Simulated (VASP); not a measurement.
# Cd (Im-3m) in VASP: single point with r2SCAN

Aim: the single point of Cd with r2SCAN.

Everything below comes from runs of VASP 6.6.1. Logs are shortened: lines on timing, memory, paths and dates and some standing lists are left out, and cuts for length are marked.

**1. The cell of the first run**

It takes space group Im-3m (No. 229, cubic). The conventional cell has a = 3.569 Å, b = 3.569 Å, c = 3.569 Å, α = 90.00°, β = 90.00°, γ = 90.00°. Within 4.1 Å of Cd (site symmetry m-3m) lie 14 Cd at 3.09 to 3.57 Å.

**2. Single point, r2SCAN**

File POSCAR:

```
Cd
1.0
   -1.7843220000      1.7843220000      1.7843220000
    1.7843220000     -1.7843220000      1.7843220000
    1.7843220000      1.7843220000     -1.7843220000
Cd
1
Direct
    0.0000000000      0.0000000000      0.0000000000
```

File INCAR.step1:

```
SYSTEM = Cd
  PREC = Accurate
  ENCUT = 550
  ISMEAR = 1
  SIGMA = 0.3
  LREAL = .False.
  LASPH = .True.
  NELM = 120
  NBANDS = 12
  GGA = PE
  ALGO = Normal
  EDIFF = 1E-5
  LWAVE = .True.
  LCHARG = .False.
  GGA_COMPAT = .False.
```

File INCAR.step2:

```
SYSTEM = Cd
  PREC = Accurate
  ENCUT = 550
  EDIFF = 1E-6
  ISMEAR = 1
  SIGMA = 0.3
  LREAL = .False.
  LASPH = .True.
  NELM = 120
  ALGO = Normal
  ISIF = 2
  LWAVE = .False.
  LCHARG = .False.
  METAGGA = R2SCAN
  LMIXTAU = .True.
  NBANDS = 12
  ISTART = 1
  GGA_COMPAT = .False.
```

File KPOINTS:

```
Automatic mesh
0
Gamma
  9 9 9
  0.5 0.5 0.5
```

Potentials or basis: VASP PAW PBE potentials, release 64 (Cd).

On the command line:

```bash
$ cat potpaw_PBE.64/Cd/POTCAR > POTCAR
$ cp INCAR.step1 INCAR
$ mpirun -np 1 vasp_std > vasp.out
$ cp INCAR.step2 INCAR
$ mpirun -np 1 vasp_std > vasp.out
```

OUTCAR:

```text
SYSTEM = Cd
   PREC = Accurate
   ENCUT = 550
   EDIFF = 1E-6
   ISMEAR = 1
   LREAL = .False.
   LASPH = .True.
   NELM = 120
   ISIF = 2
   METAGGA = R2SCAN
   ISTART = 1

 ion  position               nearest neighbor table
   1  0.000  0.000  0.000-

  LATTYP: Found a body centered cubic cell.
 ALAT       =     3.5686440000

  Lattice vectors:

 A1 = (  -1.7843220000,   1.7843220000,   1.7843220000)
 A2 = (   1.7843220000,  -1.7843220000,   1.7843220000)
 A3 = (   1.7843220000,   1.7843220000,  -1.7843220000)

Analysis of symmetry for initial positions (statically):
=====================================================================
 Subroutine PRICEL returns:
 Original cell was already a primitive cell.

 Routine SETGRP: Setting up the symmetry group for a
 body centered cubic supercell.

 Subroutine GETGRP returns: Found 48 space group operations
 (whereof 48 operations were pure point group operations)
 out of a pool of 48 trial point group operations.

The static configuration has the point symmetry O_h .

Analysis of symmetry for dynamics (positions and initial velocities):
=====================================================================
 Subroutine PRICEL returns:
 Original cell was already a primitive cell.

 Routine SETGRP: Setting up the symmetry group for a
 body centered cubic supercell.

 Subroutine GETGRP returns: Found 48 space group operations
 (whereof 48 operations were pure point group operations)
 out of a pool of 48 trial point group operations.

The dynamic configuration has the point symmetry O_h .

 Subroutine INISYM returns: Found 48 space group operations
 (whereof 48 operations are pure point group operations),
 and found     1 'primitive' translations

----------------------------------------------------------------------------------------

                                     Primitive cell

  volume of cell :      22.7237

  direct lattice vectors                    reciprocal lattice vectors
    -1.784322000  1.784322000  1.784322000     0.000000000  0.280218481  0.280218481
     1.784322000 -1.784322000  1.784322000     0.280218481  0.000000000  0.280218481
     1.784322000  1.784322000 -1.784322000     0.280218481  0.280218481  0.000000000

  length of vectors
     3.090536361  3.090536361  3.090536361     0.396288776  0.396288776  0.396288776

  position of ions in fractional coordinates (direct lattice)
     0.000000000  0.000000000  0.000000000

  ion indices of the primitive-cell ions
   primitive index   ion index
                 1           1

----------------------------------------------------------------------------------------

 KPOINTS: Automatic mesh

Automatic generation of k-mesh.
 Grid dimensions read from file:
 generate k-points for:    9    9    9

 Generating k-lattice:

  Cartesian coordinates                     Fractional coordinates (reciprocal lattice)
     0.000000000  0.031135387  0.031135387     0.111111111  0.000000000  0.000000000
     0.031135387  0.000000000  0.031135387     0.000000000  0.111111111  0.000000000
     0.031135387  0.031135387  0.000000000     0.000000000  0.000000000  0.111111111

  Length of vectors
     0.044032086  0.044032086  0.044032086

  Shift w.r.t. Gamma in fractional coordinates (k-lattice)
     0.500000000  0.500000000  0.500000000

 Subroutine IBZKPT returns following result:
 ===========================================

 Found     35 irreducible k-points:

 Following reciprocal coordinates:
            Coordinates               Weight
  0.055556  0.055556  0.055556      8.000000
  0.166667  0.055556  0.055556     24.000000
  0.277778  0.055556  0.055556     24.000000
  0.388889  0.055556  0.055556     24.000000
 -0.055556  0.055556  0.055556      6.000000
  0.166667  0.166667  0.055556     24.000000
[... 16 lines left out ...]
 -0.277778  0.277778  0.166667     24.000000
 -0.388889  0.388889  0.166667     24.000000
 [... further k-points ...]
   k-points           NKPTS =     35   k-points in BZ     NKDIM =     35   number of bands    NBANDS=     12
   number of dos      NEDOS =    301   number of ions     NIONS =      1
   total plane-waves  NPLWV =  13824
   dimension x,y,z NGX =    24 NGY =   24 NGZ =   24
   dimension x,y,z NGXF=    48 NGYF=   48 NGZF=   48
   ions per type =               1
   NGX,Y,Z   is equivalent  to a cutoff of  12.91, 12.91, 12.91 a.u.
   NGXF,Y,Z  is equivalent  to a cutoff of  25.82, 25.82, 25.82 a.u.
 SYSTEM =  Cd
   PREC   = accura    normal or accurate (medium, high low for compatibility)
   ISTART =      1    job   : 0-new  1-cont  2-samecut
   ICHARG =      0    charge: 1-file 2-atom 10-const
   ISPIN  =      1    spin polarized calculation?
   LNONCOLLINEAR =      F non collinear calculations
   LSORBIT =      F    spin-orbit coupling
   LASPH  =      T    aspherical Exc in radial PAW
   ENCUT  =  550.0 eV  40.42 Ry    6.36 a.u.   5.91  5.91  5.91*2*pi/ulx,y,z
   NELM   =    120;   NELMIN=  2; NELMDL=  0     # of ELM steps
   EDIFF  = 0.1E-05   stopping-criterion for ELM
   LREAL  =      F    real-space projection
   EDIFFG = 0.1E-04   stopping-criterion for IOM
   NSW    =      0    number of steps for IOM
   IBRION =     -1    ionic relax: 0-MD 1-quasi-New 2-CG
   NFREE  =      0    steps in history (QN), initial steepest desc. (CG)
   ISIF   =      2    stress and relaxation
   ISYM   =      2    0-nonsym 1-usesym 2-fastsym
   POTIM  = 0.5000    time-step for ionic-motion
   TEBEG  =    0.0;   TEEND  =   0.0 temperature during run
   PSTRESS=    0.0 pullay stress
   NELECT =      12.0000    total number of electrons
   NUPDOWN=      -1.0000    fix difference up-down
   EMIN   =  10.00;   EMAX   =-10.00  energy-range for DOS
   EFERMI =   0.00;   METHOD = LEGACY
   ISMEAR =     1;   SIGMA  =   0.30  broadening in eV -4-tet -1-fermi 0-gaus
   EFERMI_NEDOS =   21; number of points for ismear=-14 and -15
   IALGO  =     38    algorithm
   IMIX   =      4    mixing-type and parameters
     AMIX     =   0.40;   BMIX     =  1.00
     AMIX_MAG =   1.60;   BMIX_MAG =  1.00
  volume/ion in A,a.u.               =      22.72       153.35
  Fermi-wavevector in a.u.,A,eV,Ry     =   1.323250  2.500581 23.823686  1.750992
  Thomas-Fermi vector in A             =   2.452872
   LORBIT       =      0    0 simple, 1 ext, 2 COOP (PROOUT), +10 PAW based schemes
   METAGGA = R2SCAN    functional components
   LHFCALC =     F    Hartree Fock is set to
   AEXX    =    0.0000 exact exchange contribution
   IVDW    =     0    specifies the selected vdW correction
   LEPSILON=     F    determine dielectric tensor
   LRPA    =     F    only Hartree local field effects (RPA)
 non-spin polarized calculation
 Methfessel and Paxton  Order N= 1 SIGMA  =   0.30
  energy-cutoff  :      550.00
  volume of cell :       22.72
 maximum number of plane-waves:       682
   NGX = 11   NGY = 11   NGZ = 11

 number of electron      12.0000007 magnetization

 Free energy of the ion-electron system (eV)
  ---------------------------------------------------
  ext. energy  EPLUGINS =         0.00000000
  ---------------------------------------------------
  free energy    TOTEN  =       -20.01346979 eV

  energy without entropy =      -20.01166977  energy(sigma->0) =      -20.01286979

 E-fermi :   2.6352     XC(G=0): -11.5445

 val. band max:        2.6151864323   @ k =  -0.3889  -0.3889   0.0556
 cond. band min:       2.7134983722   @ k =  -0.3889   0.5000   0.2778
 fundamental gap:      0.0983119399
 Fermi energy:         2.6352163524

 k-point     1 :       0.0556    0.0556    0.0556
  band No.  band energies     occupation
      1      -7.0784      2.00000
      2      -7.0784      2.00000
      3      -6.8936      2.00000
      4      -6.4546      2.00000
      5      -6.4546      2.00000
      6      -5.7789      2.00000
      7      15.4683      0.00000
      8      15.4991      0.00000
      9      15.4991      0.00000
     10      19.0891      0.00000
     11      19.7726      0.00000
     12      19.7726      0.00000

 k-point     2 :       0.1667    0.0556    0.0556
  band No.  band energies     occupation
      1      -7.1747      2.00000
      2      -7.1185      2.00000
      3      -6.6757      2.00000
      4      -6.5035      2.00000
      5      -6.4359      2.00000
      6      -4.6510      2.00000
      7      10.9004      0.00000
      8      13.4787      0.00000
      9      13.7277      0.00000
     10      18.9710      0.00000
     11      19.6073      0.00000
     12      20.8107      0.00000

 k-point     3 :       0.2778    0.0556    0.0556
  band No.  band energies     occupation
      1      -7.2762      2.00000
      2      -7.2575      2.00000
      3      -6.4984      2.00000
      4      -6.4193      2.00000
      5      -6.3649      2.00000
      6      -2.8098      2.00000
      7       6.6673     -0.00000
      8      11.9441      0.00000
      9      12.4561      0.00000
     10      18.3102      0.00000
     11      18.9920      0.00000
     12      22.6791      0.00000

 k-point     4 :       0.3889    0.0556    0.0556
  band No.  band energies     occupation
      1      -7.3767      2.00000
      2      -7.3391      2.00000
      3      -6.4621      2.00000
      4      -6.4097      2.00000
      5      -6.1458      2.00000
      6      -0.3312      2.00000
      7       2.9775     -0.06850
      8      11.0903      0.00000
      9      11.7904      0.00000
     10      17.9389      0.00000
     11      18.6937      0.00000
     12      24.5124      0.00000

 k-point     5 :      -0.0556    0.0556    0.0556
  band No.  band energies     occupation
      1      -7.0376      2.00000
      2      -7.0376      2.00000
      3      -7.0198      2.00000
      4      -6.4639      2.00000
      5      -6.4345      2.00000
      6      -6.1380      2.00000
      7      17.5164      0.00000
      8      17.6856      0.00000
      9      17.6856      0.00000
     10      17.8531      0.00000
     11      19.0785      0.00000
     12      19.0785      0.00000
[... 228 lines left out ...]
      1      -6.9389      2.00000
      2      -6.9389      2.00000
      3      -6.8185      2.00000
      4      -6.6952      2.00000
      5      -6.5427      2.00000
      6      -4.6480      2.00000
      7      13.4250      0.00000
      8      13.4250      0.00000
      9      13.7417      0.00000
     10      14.3724      0.00000
     11      20.7480      0.00000
     12      20.7480      0.00000

 k-point    22 :       0.2778    0.2778    0.1667
  band No.  band energies     occupation
      1      -7.1855      2.00000
      2      -6.9027      2.00000
      3      -6.9027      2.00000
      4      -6.4030      2.00000
      5      -6.4030      2.00000
      6       3.4446     -0.00091
      7       4.1741     -0.00000
      8       4.1741     -0.00000
      9       7.0570     -0.00000
     10      25.3124      0.00000
     11      25.3124      0.00000
     12      28.0675      0.00000

 k-point    23 :      -0.2778    0.2778    0.1667
  band No.  band energies     occupation
      1      -7.0107      2.00000
      2      -6.9822      2.00000
      3      -6.7614      2.00000
      4      -6.5935      2.00000
      5      -6.5118      2.00000
      6      -3.1864      2.00000
      7       9.2510      0.00000
      8      11.5836      0.00000
      9      12.7129      0.00000
     10      15.0565      0.00000
     11      20.5342      0.00000
     12      21.0052      0.00000

 k-point    24 :      -0.3889    0.3889    0.1667
  band No.  band energies     occupation
      1      -7.2040      2.00000
      2      -7.0545      2.00000
      3      -6.7566      2.00000
      4      -6.5670      2.00000
      5      -6.1830      2.00000
      6      -1.0232      2.00000
      7       5.2852     -0.00000
      8      10.3307      0.00000
      9      11.9137      0.00000
     10      16.8206      0.00000
     11      19.8880      0.00000
     12      20.5463      0.00000

 [... further k-points ...]
[... 5 lines left out ...]
  --------------------------------------------------------------------------------------
  -------------------------------------------------------------------------------------
  Total       -0.1731307     -0.1731307     -0.1731307      0.0000000      0.0000000     -0.0000000
  in kB      -12.2068892    -12.2068892    -12.2068892      0.0000000      0.0000000     -0.0000000
  external PRESSURE =     -12.2068892 kB  Pullay stress =       0.0000000 kB

 VOLUME and BASIS-vectors are now :
 -----------------------------------------------------------------------------
  energy-cutoff  :      550.00
  volume of cell :       22.72
      direct lattice vectors                 reciprocal lattice vectors
    -1.784322000  1.784322000  1.784322000     0.000000000  0.280218481  0.280218481
     1.784322000 -1.784322000  1.784322000     0.280218481  0.000000000  0.280218481
     1.784322000  1.784322000 -1.784322000     0.280218481  0.280218481  0.000000000

 POSITION                                       TOTAL-FORCE (eV/Angst)
 -----------------------------------------------------------------------------------
      0.00000      0.00000      0.00000         0.000000     -0.000000      0.000000
 -----------------------------------------------------------------------------------
    total drift:                               -0.000000      0.000000      0.000000

  FREE ENERGIE OF THE ION-ELECTRON SYSTEM (eV)
  ---------------------------------------------------
  free  energy   TOTEN  =       -20.0134697924 eV

  energy  without entropy=      -20.0116697704  energy(sigma->0) =      -20.01286979
```

Wall time 55 s (1 thread of Intel Xeon 8259CL, shared host); peak memory 0.14 GiB.

Results:

| Property | Result |
| --- | --- |
| Free energy | -20.0135 eV |
| Pressure | -1.2 GPa |
| Band gap on the k mesh | zero (band 6 reaches 6.19 eV, above the bottom of band 7 at 1.69 eV) |

Caveat: the PAW data sets were made with another functional, which shifts forces and pressure a little.
